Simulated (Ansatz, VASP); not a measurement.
TiN: VASP beside Ansatz

File INCAR:

```
ALGO = Normal ; EDIFF = 1E-7
ENCUT = 520 ; GGA = PE
ISIF = 2 ; ISMEAR = 0
LASPH = T ; LCHARG = T
LELF = T ; LREAL = F
LVHAR = T ; LWAVE = F
NBANDS = 16 ; NELM = 60
PREC = Accurate ; SIGMA = 0.1
```

Contents of KPOINTS:

```
k-points
0
Gamma
  18 18 18
```

The input POSCAR:

```
TiN
1.0
    0.0000000000      2.1019157570      2.1019157570
    2.1019157570      0.0000000000      2.1019157570
    2.1019157570      2.1019157570      0.0000000000
Ti N
1 1
Direct
    0.0000000000      0.0000000000      0.0000000000
    0.5000000000      0.5000000000      0.5000000000
```

Input for Ansatz:

```yaml
crystal:
  lattice:
    - [0.0, 2.1019157566, 2.1019157566]
    - [2.1019157566, 0.0, 2.1019157566]
    - [2.1019157566, 2.1019157566, 0.0]
  atoms:
    - { symbol: Ti, position: [0.0, 0.0, 0.0] }
    - { symbol: "N", position: [0.5, 0.5, 0.5] }
basis:
  ecutwfc: 420
kpoints:
  mp_grid: { grid: [18, 18, 18] }
hamiltonian:
  xc: pbe
scf:
  occupations: { method: gaussian, width: 0.1 }
output:
  forces: true
  stress: true
  eigenvalues: true
```

Alike in both runs: task single point; functional PBE; k mesh 18 × 18 × 18; occupations gaussian, width 0.1 eV; no spin polarisation.

|  | VASP | Ansatz |
| --- | --- | --- |
| version | VASP 6.6.1 | Ansatz 0.2.0 |
| potentials or method | VASP PAW PBE potentials, release 64 (Ti_sv, N), cutoff 520 eV | scalar-relativistic, plane waves, PAW |
| valence electrons in the cell | 17 | 17 |

Ansatz gave:

| Item | Value |
| --- | --- |
| gap on the k mesh at the Fermi level (eV) | none |
| pressure (GPa) | 9.0 |

Which values does VASP return?

gap on the k mesh at the Fermi level (eV): none; pressure (GPa): 9.5.

A gap of «none» marks a metal or a gap that the smearing closes. The functional is the same, so the differences come from potentials, cutoffs and numerics.
